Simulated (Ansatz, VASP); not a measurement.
# Two plane-wave programs on Mg5ZnS6

```xyz
12
Lattice="6.9595 0.0000 0.0000 -3.4798 6.0271 0.0000 0.0000 0.0000 6.4699" Properties=species:S:1:pos:R:3 pbc="T T T"
Mg   -2.3308    4.0371    0.0156
Mg    4.6617    0.0000    0.0156
Mg    1.1489    1.9900    0.0156
Mg    0.0000    4.0181    3.2540
Mg    3.4798    2.0090    3.2540
Zn    0.0000    0.0000    3.2622
S    -2.3554    4.0797    2.4888
S     4.7108    0.0000    2.4888
S     1.1244    1.9474    2.4888
S     0.0000    4.0181    5.7211
S     0.0000    0.0000    5.6296
S     3.4798    2.0090    5.7211
```

Alike in both runs: functional PBE; k mesh 6 × 6 × 4; occupations gaussian, width 0.02 eV; no spin polarisation.

Ansatz relaxed the structure, and its values are those at the end. VASP's run is a single point on that final structure, the one shown.

|  | VASP | Ansatz |
| --- | --- | --- |
| version | VASP 6.6.1 | Ansatz 0.2.0 |
| potentials or method | VASP PAW PBE potentials, release 64 (Mg, Zn, S), cutoff 520 eV | scalar-relativistic, plane waves, PAW |
| valence electrons in the cell | 58 | 98 |

|  | VASP | Ansatz | Ansatz less VASP |
| --- | --- | --- | --- |
| gap on the k mesh at the Fermi level (eV) | 3.13 | 3.14 | +0.006 |
| least direct gap on the mesh (eV) | 3.13 | 3.14 | +0.006 |
| pressure (GPa) | -0.1 | 0.0 | +0.11 |
| rms of the force components (eV/Å) | 0.007 | 0.003 | -0.0035 |

VASP's potentials hold 58 valence electrons a cell and Ansatz's 98, so a difference there can come from the potentials and not from the codes.
